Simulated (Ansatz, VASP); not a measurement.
## Two plane-wave programs on PbS

```xyz
2
Lattice="0.0000 2.9650 2.9650 2.9650 0.0000 2.9650 2.9650 2.9650 0.0000" Properties=species:S:1:pos:R:3 pbc="T T T"
Pb    0.0000    0.0000    0.0000
S     2.9650    2.9650    3.0275
```

Change from the starting cell: all S atoms moved +0.062 Å, as atom 2 along Cartesian [0 0 1].

Alike in both runs: task single point; functional PBE; k mesh 10 × 10 × 10; occupations gaussian, width 0.03 eV; no spin polarisation.

|  | VASP | Ansatz |
| --- | --- | --- |
| version | VASP 6.6.1 | Ansatz 0.2.0 |
| potentials or method | VASP PAW PBE potentials, release 64 (Pb_d, S), cutoff 520 eV | scalar-relativistic, plane waves, PAW |
| valence electrons in the cell | 20 | 20 |

```tsv
	VASP	Ansatz	Ansatz less VASP
gap on the k mesh at the Fermi level (eV)	0.41	0.40	-0.006
least direct gap on the mesh (eV)	0.41	0.40	-0.006
pressure (GPa)	2.3	2.3	+0.08
traceless stress, the component that is largest in VASP (GPa)	0.11	0.11	0.000
rms of the force components (eV/Å)	0.022	0.022	-0.0005
```

Atom by atom the forces differ by 0.000 eV/Å (rms over components).

Neither program's run includes spin-orbit coupling.
